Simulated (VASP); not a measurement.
# Cu12Cl in VASP: further runs, part 2 of 2

VASP 6.6.1. Earlier steps stand in the parts before.

### 3 Single point, PBE

INCAR reads:

```
  ALGO = Normal
  DIPOL = 0.5 0.5 0.318
  EDIFF = 1E-6
  ENCUT = 520
  GGA = PE
  IDIPOL = 3
  ISIF = 2
  ISMEAR = 0
  LASPH = T
  LCHARG = T
  LDIPOL = T
  LELF = T
  LREAL = F
  LVACPOTAV = T
  LVHAR = T
  LWAVE = F
  NBANDS = 82
  NELM = 60
  PREC = Accurate
  SIGMA = 0.1
```

KPOINTS reads:

```
k-points
0
Gamma
  5 5 1
```

POSCAR reads:

```
Cu12Cl
1.0
    5.1319544654      0.0000000000      0.0000000000
    0.0000000000      5.1319544654      0.0000000000
    0.0000000000      0.0000000000     19.0279314150
Cu Cl
12 1
Direct
    0.2500000000      0.2500000000      0.2102172807
    0.2500000000      0.7500000000      0.2102172807
    0.7500000000      0.2500000000      0.2102172807
    0.7500000000      0.7500000000      0.2102172807
    0.0000000000      0.0000000000      0.3029241254
    0.0000000000      0.5000000000      0.3029241254
    0.5000000000      0.0000000000      0.3029241254
    0.5000000000      0.5000000000      0.3029241254
    0.2500000000      0.2500000000      0.3956253179
    0.2500000000      0.7500000000      0.3956253179
    0.7500000000      0.2500000000      0.3956253179
    0.7500000000      0.7500000000      0.3956253179
    0.3333333333      0.5000000000      0.4942262071
```

Potentials or basis: VASP PAW PBE potentials, release 64 (Cu, Cl).

On the command line:

```sh
cat potpaw_PBE.64/Cu/POTCAR potpaw_PBE.64/Cl/POTCAR > POTCAR
mpirun -np 1 vasp_std > vasp.out
```

OUTCAR:

```text
EDIFF = 1E-6
   ENCUT = 520
   GGA = PE
   ISIF = 2
   ISMEAR = 0
   LASPH = T
   LREAL = F
   NELM = 60
   PREC = Accurate

 ion  position               nearest neighbor table
   1  0.250  0.250  0.210-   5 2.53   6 2.53   7 2.53   8 2.53   2 2.57   3 2.57   2 2.57   3 2.57

   2  0.250  0.750  0.210-   5 2.53   6 2.53   7 2.53   8 2.53   1 2.57   4 2.57   1 2.57   4 2.57

   3  0.750  0.250  0.210-   5 2.53   6 2.53   7 2.53   8 2.53   1 2.57   4 2.57   4 2.57   1 2.57
[... 4 lines left out ...]
                             6 2.57   7 2.57   6 2.57   7 2.57
   6  0.000  0.500  0.303-   9 2.53  10 2.53  11 2.53  12 2.53   1 2.53   2 2.53   3 2.53   4 2.53
                             5 2.57   8 2.57   5 2.57   8 2.57
   7  0.500  0.000  0.303-   9 2.53  10 2.53  11 2.53  12 2.53   1 2.53   2 2.53   3 2.53   4 2.53
                             5 2.57   8 2.57   8 2.57   5 2.57
   8  0.500  0.500  0.303-   9 2.53  10 2.53  11 2.53  12 2.53   1 2.53   2 2.53   3 2.53   4 2.53
                             6 2.57   7 2.57   7 2.57   6 2.57
   9  0.250  0.250  0.396-  13 2.31   6 2.53   7 2.53   8 2.53   5 2.53  11 2.57  10 2.57  10 2.57
                            11 2.57
  10  0.250  0.750  0.396-  13 2.31   6 2.53   7 2.53   8 2.53   5 2.53  12 2.57   9 2.57   9 2.57
                            12 2.57
  11  0.750  0.250  0.396-   5 2.53   6 2.53   7 2.53   8 2.53   9 2.57  12 2.57  12 2.57   9 2.57

  12  0.750  0.750  0.396-   5 2.53   6 2.53   7 2.53   8 2.53  10 2.57  11 2.57  11 2.57  10 2.57

  13  0.333  0.500  0.494-   9 2.31  10 2.31

  LATTYP: Found a simple tetragonal cell.
 ALAT       =     5.1319544654
 C/A-ratio  =     3.7077358233

  Lattice vectors:

 A1 = (   5.1319544654,   0.0000000000,   0.0000000000)
 A2 = (   0.0000000000,   5.1319544654,   0.0000000000)
 A3 = (   0.0000000000,   0.0000000000,  19.0279314150)

Analysis of symmetry for initial positions (statically):
=====================================================================
 Subroutine PRICEL returns:
 Original cell was already a primitive cell.

 Routine SETGRP: Setting up the symmetry group for a
[... 170 lines left out ...]

 Free energy of the ion-electron system (eV)
  ---------------------------------------------------
  ext. energy  EPLUGINS =         0.00000000
  ---------------------------------------------------
  free energy    TOTEN  =       -43.56220527 eV

  energy without entropy =      -43.53336741  energy(sigma->0) =      -43.54778634

 E-fermi :  -1.0704     XC(G=0):  -4.9447

 val. band max:       -1.1180384592   @ k =   0.4000   0.4000   0.0000
 cond. band min:      -1.0430730181   @ k =   0.0000   0.0000   0.0000
 fundamental gap:      0.0749654411
 Fermi energy:        -1.0703592327

 k-point     1 :       0.0000    0.0000    0.0000
  band No.  band energies     occupation
      1     -16.3707      2.00000
      2      -9.3716      2.00000
      3      -6.9773      2.00000
      4      -5.9027      2.00000
      5      -5.8474      2.00000
      6      -5.8210      2.00000
[... 745 lines left out ...]
     80       4.8223      0.00000
     81       4.8652      0.00000
 [bands above 81 left out]

------------------------ aborting loop because EDIFF is reached ----------------------------------------

  FORCE on cell =-STRESS in cart. coord.  units (eV):
  Direction    XX          YY          ZZ          XY          YZ          ZX
  --------------------------------------------------------------------------------------
  -------------------------------------------------------------------------------------
  Total       -3.4055966     -2.7872855      1.4908293      0.0000000      0.0000000      0.1018252
  in kB      -10.8879627     -8.9111730      4.7662995      0.0000000      0.0000000      0.3255432
  external PRESSURE =      -5.0109454 kB  Pullay stress =       0.0000000 kB

 VOLUME and BASIS-vectors are now :
 -----------------------------------------------------------------------------
  energy-cutoff  :      520.00
  volume of cell :      501.14
      direct lattice vectors                 reciprocal lattice vectors
     5.131954465  0.000000000  0.000000000     0.194857536  0.000000000  0.000000000
     0.000000000  5.131954465  0.000000000     0.000000000  0.194857536  0.000000000
     0.000000000  0.000000000 19.027931415     0.000000000  0.000000000  0.052554320

 POSITION                                       TOTAL-FORCE (eV/Angst)
 -----------------------------------------------------------------------------------
      1.28299      1.28299      4.00000         0.017104      0.046590     -0.063373
      1.28299      3.84897      4.00000         0.017104     -0.046590     -0.063373
      3.84897      1.28299      4.00000        -0.017522      0.029926     -0.089905
      3.84897      3.84897      4.00000        -0.017522     -0.029926     -0.089905
      0.00000      0.00000      5.76402         0.159766      0.000000      0.154699
      0.00000      2.56598      5.76402        -0.102226      0.000000     -0.137849
      2.56598      0.00000      5.76402        -0.136502      0.000000     -0.009655
      2.56598      2.56598      5.76402         0.097731      0.000000     -0.252745
      1.28299      1.28299      7.52793        -0.065968     -0.237324      0.318828
      1.28299      3.84897      7.52793        -0.065968      0.237324      0.318828
      3.84897      1.28299      7.52793         0.021577     -0.141751     -0.062104
      3.84897      3.84897      7.52793         0.021577      0.141751     -0.062104
      1.71065      2.56598      9.40410         0.070850      0.000000      0.038657
 -----------------------------------------------------------------------------------
    total drift:                                0.000198      0.000000      0.000696

  FREE ENERGIE OF THE ION-ELECTRON SYSTEM (eV)
  ---------------------------------------------------
  free  energy   TOTEN  =       -43.5622052684 eV

  energy  without entropy=      -43.5333674110  energy(sigma->0) =      -43.54778634

 vacuum level on the upper side and lower side of the slab         4.438         3.538
```

OSZICAR:

```text
N       E                     dE             d eps       ncg     rms          rms(c)
DAV:   1     0.127951131618E+04    0.12795E+04   -0.58047E+04  1476   0.193E+03
DAV:   2     0.117117038208E+03   -0.11624E+04   -0.11310E+04  1476   0.432E+02
DAV:   3    -0.348909314617E+02   -0.15201E+03   -0.14320E+03  1840   0.206E+02
DAV:   4    -0.522932674412E+02   -0.17402E+02   -0.16732E+02  2208   0.657E+01
[... 22 lines left out ...]
DAV:  27    -0.435621942984E+02   -0.66936E-05   -0.72361E-07   970   0.126E-02    0.141E-03
DAV:  28    -0.435621997264E+02   -0.54280E-05   -0.46975E-07   986   0.130E-02    0.132E-03
DAV:  29    -0.435622016654E+02   -0.19391E-05   -0.28662E-07   972   0.743E-03    0.742E-04
DAV:  30    -0.435622043359E+02   -0.26704E-05   -0.18998E-07   954   0.338E-03    0.552E-04
DAV:  31    -0.435622052684E+02   -0.93256E-06   -0.63711E-08   966   0.293E-03
   1 F= -.43562205E+02 E0= -.43547786E+02  d E =-.288379E-01
```

It took 28 min on 1 thread of Oxide Virtual Turin-like, shared host; peak memory 0.63 GiB.

Results:

```yaml
Free_energy: -43.5622 eV
Largest_force: 0.403 eV/Å
```

Forces on the atoms (eV/Å):
```
Cu   0.017  0.047 -0.063
Cu   0.017 -0.047 -0.063
Cu  -0.018  0.030 -0.090
Cu  -0.018 -0.030 -0.090
Cu   0.160  0.000  0.155
Cu  -0.102  0.000 -0.138
Cu  -0.137  0.000 -0.010
Cu   0.098  0.000 -0.253
Cu  -0.066 -0.237  0.319
Cu  -0.066  0.237  0.319
Cu   0.022 -0.142 -0.062
Cu   0.022  0.142 -0.062
Cl   0.071  0.000  0.039
```

Levels at points of the mesh, in eV from the Fermi level:
| k point | band 65 | band 66 | band 67 | band 68 | band 69 | band 70 | band 71 | band 72 | band 73 | band 74 |
| --- | --- | --- | --- | --- | --- | --- | --- | --- | --- | --- |
| (0.00, 0.00, 0.00) | -1.11 | -1.05 | -0.44 | -0.13 | -0.12 | 0.03 | 0.03 | 0.24 | 0.74 | 1.96 |

Caveat: an odd number of electrons without spin polarisation forces a metal; a magnetic or distorted state may lie lower.
